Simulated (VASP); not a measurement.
# Hf (Im-3m) in VASP: notebook

Hf is run at these levels: PBE; tasks: single point.

All numbers are computed with VASP 6.6.1; they aren't measurements. Logs are shortened: lines on timing, memory, paths and dates and some standing lists are left out, and cuts for length are marked.

**1. The cell of the first run**

It takes space group Im-3m (No. 229, cubic). Conventional cell: a = 3.580 Å, b = 3.580 Å, c = 3.580 Å, α = 90.00°, β = 90.00°, γ = 90.00°. Hf (site symmetry m-3m) has 14 Hf at 3.10 to 3.58 Å within 4.1 Å.

**2. Single point, PBE (volume scaled by 0.975)**

File INCAR:

```
PREC     = Accurate       # precision mode
ENCUT    = 520            # plane-wave cutoff, eV
EDIFF    = 1E-7           # SCF threshold, eV
ISMEAR   = -1             # smearing method
SIGMA    = 0.08           # smearing width, eV
LREAL    = F              # projectors in reciprocal space
LASPH    = T              # aspherical terms in the spheres
NELM     = 80             # most SCF steps
ALGO     = Normal         # electronic algorithm
ISIF     = 2              # what is computed and relaxed
LWAVE    = F              # write WAVECAR
LCHARG   = T              # write CHGCAR
GGA      = PE             # functional
LELF     = T              # ELF
LVHAR    = T            
NBANDS   = 11             # bands
```

File KPOINTS:

```
Automatic mesh
0
Gamma
  16 16 16
```

File POSCAR:

```
Hf
1.0
   -1.7898312156      1.7898312156      1.7898312156
    1.7898312156     -1.7898312156      1.7898312156
    1.7898312156      1.7898312156     -1.7898312156
Hf
1
Direct
    0.0000000000      0.0000000000      0.0000000000
```

Potentials or basis: VASP PAW PBE potentials, release 64 (Hf_pv).

On the command line:

```console
cat potpaw_PBE.64/Hf_pv/POTCAR > POTCAR
mpirun -np 1 vasp_std > vasp.out
```

OUTCAR:

```text
PREC = Accurate
   ENCUT = 520
   EDIFF = 1E-7
   ISMEAR = -1
   LREAL = F
   LASPH = T
   NELM = 80
   ISIF = 2
   GGA = PE

 ion  position               nearest neighbor table
   1  0.000  0.000  0.000-

  LATTYP: Found a body centered cubic cell.
 ALAT       =     3.5796624312

  Lattice vectors:

 A1 = (  -1.7898312156,   1.7898312156,   1.7898312156)
 A2 = (   1.7898312156,  -1.7898312156,   1.7898312156)
 A3 = (   1.7898312156,   1.7898312156,  -1.7898312156)

Analysis of symmetry for initial positions (statically):
=====================================================================
 Subroutine PRICEL returns:
 Original cell was already a primitive cell.

 Routine SETGRP: Setting up the symmetry group for a
 body centered cubic supercell.

 Subroutine GETGRP returns: Found 48 space group operations
 (whereof 48 operations were pure point group operations)
 out of a pool of 48 trial point group operations.

The static configuration has the point symmetry O_h .

Analysis of symmetry for dynamics (positions and initial velocities):
=====================================================================
 Subroutine PRICEL returns:
 Original cell was already a primitive cell.

 Routine SETGRP: Setting up the symmetry group for a
 body centered cubic supercell.

 Subroutine GETGRP returns: Found 48 space group operations
 (whereof 48 operations were pure point group operations)
 out of a pool of 48 trial point group operations.

The dynamic configuration has the point symmetry O_h .

 Subroutine INISYM returns: Found 48 space group operations
 (whereof 48 operations are pure point group operations),
 and found     1 'primitive' translations

----------------------------------------------------------------------------------------

                                     Primitive cell

  volume of cell :      22.9349

  direct lattice vectors                    reciprocal lattice vectors
    -1.789831216  1.789831216  1.789831216     0.000000000  0.279355950  0.279355950
     1.789831216 -1.789831216  1.789831216     0.279355950  0.000000000  0.279355950
     1.789831216  1.789831216 -1.789831216     0.279355950  0.279355950  0.000000000

  length of vectors
     3.100078602  3.100078602  3.100078602     0.395068974  0.395068974  0.395068974

  position of ions in fractional coordinates (direct lattice)
     0.000000000  0.000000000  0.000000000

  ion indices of the primitive-cell ions
   primitive index   ion index
                 1           1

----------------------------------------------------------------------------------------

 KPOINTS: Automatic mesh

Automatic generation of k-mesh.
 Grid dimensions read from file:
 generate k-points for:   16   16   16

 Generating k-lattice:

  Cartesian coordinates                     Fractional coordinates (reciprocal lattice)
     0.000000000  0.017459747  0.017459747     0.062500000  0.000000000  0.000000000
     0.017459747  0.000000000  0.017459747     0.000000000  0.062500000  0.000000000
     0.017459747  0.017459747  0.000000000     0.000000000  0.000000000  0.062500000

  Length of vectors
     0.024691811  0.024691811  0.024691811

  Shift w.r.t. Gamma in fractional coordinates (k-lattice)
     0.000000000  0.000000000  0.000000000

 Subroutine IBZKPT returns following result:
 ===========================================

 Found    145 irreducible k-points:

 Following reciprocal coordinates:
            Coordinates               Weight
  0.000000  0.000000  0.000000      1.000000
  0.062500  0.000000  0.000000     12.000000
  0.125000  0.000000  0.000000     12.000000
  0.187500  0.000000  0.000000     12.000000
  0.250000  0.000000  0.000000     12.000000
  0.312500  0.000000  0.000000     12.000000
[... 16 lines left out ...]
  0.187500  0.187500  0.000000     24.000000
  0.250000  0.187500  0.000000     48.000000
 [... further k-points ...]
   k-points           NKPTS =    145   k-points in BZ     NKDIM =    145   number of bands    NBANDS=     11
   number of dos      NEDOS =    301   number of ions     NIONS =      1
   total plane-waves  NPLWV =  13824
   dimension x,y,z NGX =    24 NGY =   24 NGZ =   24
   dimension x,y,z NGXF=    48 NGYF=   48 NGZF=   48
   ions per type =               1
   NGX,Y,Z   is equivalent  to a cutoff of  12.87, 12.87, 12.87 a.u.
   NGXF,Y,Z  is equivalent  to a cutoff of  25.74, 25.74, 25.74 a.u.
 SYSTEM =  unknown system
   PREC   = accura    normal or accurate (medium, high low for compatibility)
   ISTART =      0    job   : 0-new  1-cont  2-samecut
   ICHARG =      2    charge: 1-file 2-atom 10-const
   ISPIN  =      1    spin polarized calculation?
   LNONCOLLINEAR =      F non collinear calculations
   LSORBIT =      F    spin-orbit coupling
   LASPH  =      T    aspherical Exc in radial PAW
   ENCUT  =  520.0 eV  38.22 Ry    6.18 a.u.   5.76  5.76  5.76*2*pi/ulx,y,z
   NELM   =     80;   NELMIN=  2; NELMDL= -5     # of ELM steps
   EDIFF  = 0.1E-06   stopping-criterion for ELM
   LREAL  =      F    real-space projection
   EDIFFG = 0.1E-05   stopping-criterion for IOM
   NSW    =      0    number of steps for IOM
   IBRION =     -1    ionic relax: 0-MD 1-quasi-New 2-CG
   NFREE  =      0    steps in history (QN), initial steepest desc. (CG)
   ISIF   =      2    stress and relaxation
   ISYM   =      2    0-nonsym 1-usesym 2-fastsym
   POTIM  = 0.5000    time-step for ionic-motion
   TEBEG  =    0.0;   TEEND  =   0.0 temperature during run
   PSTRESS=    0.0 pullay stress
   NELECT =      10.0000    total number of electrons
   NUPDOWN=      -1.0000    fix difference up-down
   EMIN   =  10.00;   EMAX   =-10.00  energy-range for DOS
   EFERMI =   0.00;   METHOD = LEGACY
   ISMEAR =    -1;   SIGMA  =   0.08  broadening in eV -4-tet -1-fermi 0-gaus
   EFERMI_NEDOS =   21; number of points for ismear=-14 and -15
   IALGO  =     38    algorithm
   IMIX   =      4    mixing-type and parameters
     AMIX     =   0.40;   BMIX     =  1.00
     AMIX_MAG =   1.60;   BMIX_MAG =  1.00
  volume/ion in A,a.u.               =      22.93       154.77
  Fermi-wavevector in a.u.,A,eV,Ry     =   1.241393  2.345893 20.967360  1.541058
  Thomas-Fermi vector in A             =   2.375793
   LORBIT       =      0    0 simple, 1 ext, 2 COOP (PROOUT), +10 PAW based schemes
   GGA     = PE    functional components
   LHFCALC =     F    Hartree Fock is set to
   AEXX    =    0.0000 exact exchange contribution
   IVDW    =     0    specifies the selected vdW correction
   LEPSILON=     F    determine dielectric tensor
   LRPA    =     F    only Hartree local field effects (RPA)
 non-spin polarized calculation
  energy-cutoff  :      520.00
  volume of cell :       22.93
 maximum number of plane-waves:       637
   NGX = 11   NGY = 11   NGZ = 11

 number of electron      10.0000003 magnetization

 Free energy of the ion-electron system (eV)
  ---------------------------------------------------
  ext. energy  EPLUGINS =         0.00000000
  ---------------------------------------------------
  free energy    TOTEN  =        -9.75720248 eV

  energy without entropy =       -9.71507962  energy(sigma->0) =       -9.73614105

 E-fermi :   4.4081     XC(G=0): -11.1712

 val. band max:        4.3997462501   @ k =   0.3125   0.1250   0.1250
 cond. band min:       4.4475818696   @ k =   0.3125   0.1875   0.0000
 fundamental gap:      0.0478356195
 Fermi energy:         4.4081311745

 k-point     1 :       0.0000    0.0000    0.0000
  band No.  band energies     occupation
      1     -25.5215      2.00000
      2     -25.5215      2.00000
      3     -25.5215      2.00000
      4      -2.5463      2.00000
      5       5.9185      0.00000
      6       5.9185      0.00000
      7       5.9185      0.00000
      8       8.6272      0.00000
      9       8.6272      0.00000
     10      17.5759      0.00000
     11      17.5759      0.00000

 k-point     2 :       0.0625    0.0000    0.0000
  band No.  band energies     occupation
      1     -25.5520      2.00000
      2     -25.5311      2.00000
      3     -25.5216      2.00000
      4      -2.4057      2.00000
      5       5.8192      0.00000
      6       5.8808      0.00000
      7       6.0563      0.00000
      8       8.4659      0.00000
      9       8.6256      0.00000
     10      17.5841      0.00000
     11      17.7100      0.00000

 k-point     3 :       0.1250    0.0000    0.0000
  band No.  band energies     occupation
      1     -25.6381      2.00000
      2     -25.5583      2.00000
      3     -25.5219      2.00000
      4      -1.9979      2.00000
      5       5.5523      0.00000
      6       5.7193      0.00000
      7       6.4652      0.00000
      8       8.1673      0.00000
      9       8.6321      0.00000
     10      17.5813      0.00000
     11      18.0206      0.00000

 k-point     4 :       0.1875    0.0000    0.0000
  band No.  band energies     occupation
      1     -25.7644      2.00000
      2     -25.5987      2.00000
      3     -25.5224      2.00000
      4      -1.3671      2.00000
      5       5.1894      0.00011
      6       5.3762      0.00001
      7       7.1309      0.00000
      8       8.0346      0.00000
      9       8.6731      0.00000
     10      17.5791      0.00000
     11      18.1477      0.00000

 k-point     5 :       0.2500    0.0000    0.0000
  band No.  band energies     occupation
      1     -25.9097      2.00000
      2     -25.6459      2.00000
      3     -25.5229      2.00000
      4      -0.5967      2.00000
      5       4.8054      0.01384
      6       4.9629      0.00195
      7       8.0270      0.00000
      8       8.1332      0.00000
      9       8.7728      0.00000
     10      17.5697      0.00000
     11      17.6143      0.00000
[... 211 lines left out ...]
 k-point    21 :       0.3750    0.1250    0.0000
  band No.  band energies     occupation
      1     -26.2146      2.00000
      2     -25.7915      2.00000
      3     -25.5641      2.00000
      4       1.4503      2.00000
      5       4.0193      1.98462
      6       4.7779      0.01948
      7       8.3127      0.00000
      8       9.4484      0.00000
      9      11.7530      0.00000
     10      13.9694      0.00000
     11      15.8578      0.00000

 k-point    22 :       0.4375    0.1250    0.0000
  band No.  band energies     occupation
      1     -26.2359      2.00000
      2     -25.8034      2.00000
      3     -25.5645      2.00000
      4       1.5270      2.00000
      5       3.9788      1.99070
      6       4.9619      0.00197
      7       8.2736      0.00000
      8       9.5563      0.00000
      9      12.2179      0.00000
     10      13.5223      0.00000
     11      15.6065      0.00000

 k-point    23 :       0.1875    0.1875    0.0000
  band No.  band energies     occupation
      1     -26.0365      2.00000
      2     -25.7024      2.00000
      3     -25.5756      2.00000
      4       0.5220      2.00000
      5       4.2550      1.74307
      6       4.5921      0.18231
      7       7.8547      0.00000
      8       9.2657      0.00000
      9       9.5482      0.00000
     10      16.3694      0.00000
     11      17.5918      0.00000

 k-point    24 :       0.2500    0.1875    0.0000
  band No.  band energies     occupation
      1     -26.1115      2.00000
      2     -25.7654      2.00000
      3     -25.5854      2.00000
      4       1.2630      2.00000
      5       3.9813      1.99041
      6       4.4593      0.69072
      7       8.0606      0.00000
      8       9.3095      0.00000
      9      10.6858      0.00000
     10      15.1107      0.00000
     11      17.5865      0.00000

 [... further k-points ...]
[... 5 lines left out ...]
  --------------------------------------------------------------------------------------
  -------------------------------------------------------------------------------------
  Total       -0.4206526     -0.4206526     -0.4206526     -0.0000000     -0.0000000     -0.0000000
  in kB      -29.3858288    -29.3858288    -29.3858288     -0.0000000     -0.0000000     -0.0000000
  external PRESSURE =     -29.3858288 kB  Pullay stress =       0.0000000 kB

 VOLUME and BASIS-vectors are now :
 -----------------------------------------------------------------------------
  energy-cutoff  :      520.00
  volume of cell :       22.93
      direct lattice vectors                 reciprocal lattice vectors
    -1.789831216  1.789831216  1.789831216     0.000000000  0.279355950  0.279355950
     1.789831216 -1.789831216  1.789831216     0.279355950  0.000000000  0.279355950
     1.789831216  1.789831216 -1.789831216     0.279355950  0.279355950  0.000000000

 POSITION                                       TOTAL-FORCE (eV/Angst)
 -----------------------------------------------------------------------------------
      0.00000      0.00000      0.00000         0.000000      0.000000      0.000000
 -----------------------------------------------------------------------------------
    total drift:                               -0.000000      0.000000      0.000000

  FREE ENERGIE OF THE ION-ELECTRON SYSTEM (eV)
  ---------------------------------------------------
  free  energy   TOTEN  =        -9.7572024839 eV

  energy  without entropy=       -9.7150796163  energy(sigma->0) =       -9.73614105
```

Wall time 36 s (1 thread of AMD EPYC 7R43 (Zen 3), shared host); peak memory 0.12 GiB.

Results:

| Quantity | Value |
| --- | --- |
| Free energy | -9.7572 eV |
| Pressure | -2.9 GPa |
| Band gap on the k mesh | zero (band 5 reaches 5.92 eV, above the bottom of band 6 at 3.69 eV) |

Levels at points of the mesh, in eV from the Fermi level:
| k point | band 2 | band 3 | band 4 | band 5 | band 6 | band 7 | band 8 | band 9 |
| --- | --- | --- | --- | --- | --- | --- | --- | --- |
| (0.00, 0.00, 0.00) | -29.93 | -29.93 | -6.95 | 1.51 | 1.51 | 1.51 | 4.22 | 4.22 |
| (0.50, 0.00, 0.00) | -30.18 | -29.93 | -3.30 | -0.45 | 0.97 | 4.04 | 5.01 | 7.39 |
| (0.50, 0.50, 0.50) | -30.46 | -30.46 | -2.46 | -2.46 | 6.59 | 6.59 | 6.59 | 7.03 |

Caveat: spin-orbit coupling is left out, which moves the levels of the heavy elements.

[end of part 1 of 2]
